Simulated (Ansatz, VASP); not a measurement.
SiC in VASP and in Ansatz

```
CELL_PARAMETERS angstrom
0.00000 2.16448 2.16448
2.16448 0.00000 2.16448
2.16448 2.16448 0.00000
ATOMIC_POSITIONS crystal
Si 0.00000 0.00000 0.00000
C 0.25000 0.25000 0.25000
```

Alike in both runs: functional LDA; k mesh 10 × 10 × 10; occupations gaussian, width 0.02 eV; no spin polarisation.

Ansatz relaxed the structure, and its values are those at the end. VASP's run is a single point on that final structure, the one shown.

|  | VASP | Ansatz |
| --- | --- | --- |
| version | VASP 6.6.1 | Ansatz 0.2.0 |
| potentials or method | VASP PAW LDA potentials, release 64 (Si, C), cutoff 600 eV | scalar-relativistic, plane waves, PAW |
| valence electrons in the cell | 8 | 8 |

VASP gave:

- gap on the k mesh at the Fermi level (eV): 1.29
- least direct gap on the mesh (eV): 4.52
- pressure (GPa): 0.3

Problem. Which values does Ansatz return?

Solution. gap on the k mesh at the Fermi level (eV): 1.30; least direct gap on the mesh (eV): 4.53; pressure (GPa): 0.0.

LDA's correlation is that of Perdew and Zunger in VASP and of Perdew and Wang (1992) in Ansatz.
